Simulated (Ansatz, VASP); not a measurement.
One calculation of BiTe, two programs

File INCAR:

```
SYSTEM = BiTe
PREC     = Accurate       ! precision mode
ENCUT    = 520            ! plane-wave cutoff, eV
EDIFF    = 1E-8           ! SCF threshold, eV
ISMEAR   = -1             ! smearing method
SIGMA    = 0.08           ! smearing width, eV
LREAL    = .FALSE.        ! projectors in reciprocal space
LASPH    = .TRUE.         ! aspherical terms in the spheres
NELM     = 80             ! most SCF steps
ALGO     = Normal         ! electronic algorithm
ISIF     = 2              ! what is computed and relaxed
LWAVE    = .FALSE.        ! write WAVECAR
LCHARG   = .FALSE.        ! write CHGCAR
GGA      = CA             ! functional
LEFG     = .TRUE.       
NBANDS   = 18             ! bands
```

Contents of KPOINTS:

```
regular mesh
0
G
  10 10 10
  0 0 0
```

POSCAR

```
BiTe
1.0
    0.0000000000      3.2984474805      3.2984474805
    3.2984474805      0.0000000000      3.2984474805
    3.2984474805      3.2984474805      0.0000000000
Bi Te
1 1
Direct
    0.0000000000      0.0000000000      0.0000000000
    0.5000000000      0.5000000000      0.5000000000
```

Input for Ansatz:

```yaml
crystal:
  lattice:
    - [0.0, 3.2984474805, 3.2984474805]
    - [3.2984474805, 0.0, 3.2984474805]
    - [3.2984474805, 3.2984474805, 0.0]
  atoms:
    - { symbol: Bi, position: [0.0, 0.0, 0.0] }
    - { symbol: Te, position: [0.5, 0.5, 0.5] }
kpoints:
  mp_grid: { grid: [10, 10, 10] }
scf:
  occupations: { method: fermi_dirac, width: 0.08 }
hamiltonian:
  xc: lda
  pseudopotentials: { kind: all_electron, datasets: crystal }
output:
  forces: true
  stress: true
  eigenvalues: true
  efg: { contact_densities: true }
```

Change from the starting cell: volume scaled by 1.06, crystal datasets.

Alike in both runs: task electric field gradients; functional LDA; k mesh 10 × 10 × 10; occupations fermi-dirac, width 0.08 eV; no spin polarisation.

|  | VASP | Ansatz |
| --- | --- | --- |
| version | VASP 6.6.1 | Ansatz 0.2.0 |
| potentials or method | VASP PAW LDA potentials, release 64 (Bi_d, Te), cutoff 520 eV | all-electron PAW with datasets made for the crystal, scalar-relativistic |

```csv
,VASP,Ansatz,Ansatz less VASP
pressure (GPa),-5.0,-5.0,-0.03
```

LDA's correlation is that of Perdew and Zunger in VASP and of Perdew and Wang (1992) in Ansatz. Ansatz ran all-electron here, and VASP with PAW potentials.

Neither program's run includes spin-orbit coupling.
